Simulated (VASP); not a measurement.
Wanted: the native input for a VASP 6.6.1 run.

| Item | Value |
| --- | --- |
| Task | single point |
| Functional | PBE |
| Potentials or basis | VASP PAW PBE potentials, release 64 (Mg, C) |
| Cutoff | 520 eV |
| k mesh | 14 × 14 × 16 |
| Occupations | gaussian, width 0.1 eV |
| Spin | no spin polarisation |
| Dipole correction | no |
| Further INCAR settings | ALGO = Normal; EDIFF = 1e-06; NBANDS = 14 |

The structure of MgC lies in POSCAR:

```
MgC
1.0
    1.8437759950     -4.1475949862      0.0000000000
    1.8437759950      4.1475949862      0.0000000000
    0.0000000000      0.0000000000      2.7208648267
Mg C
2 2
Direct
    0.8537439522      0.1462560478      0.7500000000
    0.1462560478      0.8537439522      0.2500000000
    0.5541793604      0.4458206396      0.7500000000
    0.4458206396      0.5541793604      0.2500000000
```

One way to write it, as run:

INCAR

```
SYSTEM = MgC
PREC     = Accurate       ! precision mode
ENCUT    = 520            ! plane-wave cutoff, eV
EDIFF    = 1E-6           ! SCF threshold, eV
ISMEAR   = 0              ! smearing method
SIGMA    = 0.1            ! smearing width, eV
LREAL    = .False.        ! projectors in reciprocal space
LASPH    = .True.         ! aspherical terms in the spheres
NELM     = 60             ! most SCF steps
ALGO     = Normal         ! electronic algorithm
ISIF     = 2              ! what is computed and relaxed
LWAVE    = .False.        ! write WAVECAR
LCHARG   = .False.        ! write CHGCAR
GGA      = PE             ! functional
NBANDS   = 14             ! bands
```

KPOINTS

```
Automatic mesh
0
Gamma
  14 14 16
  0 0 0
```

Potentials or basis: VASP PAW PBE potentials, release 64 (Mg, C).

Run with:

```console
$ cat potpaw_PBE.64/Mg/POTCAR potpaw_PBE.64/C/POTCAR > POTCAR
$ mpirun -np 1 vasp_std > vasp.out
```

Results of the run:

```
Pressure               : -0.2 GPa
Largest force          : 0.021 eV/Å
Band gap on the k mesh : zero (bands 6 and 7 overlap by 0.51 eV)
```

It took 91 s on 1 thread of Intel(R) Xeon(R) 6975P-C (Granite Rapids), on a shared host, peak memory 0.39 GiB.
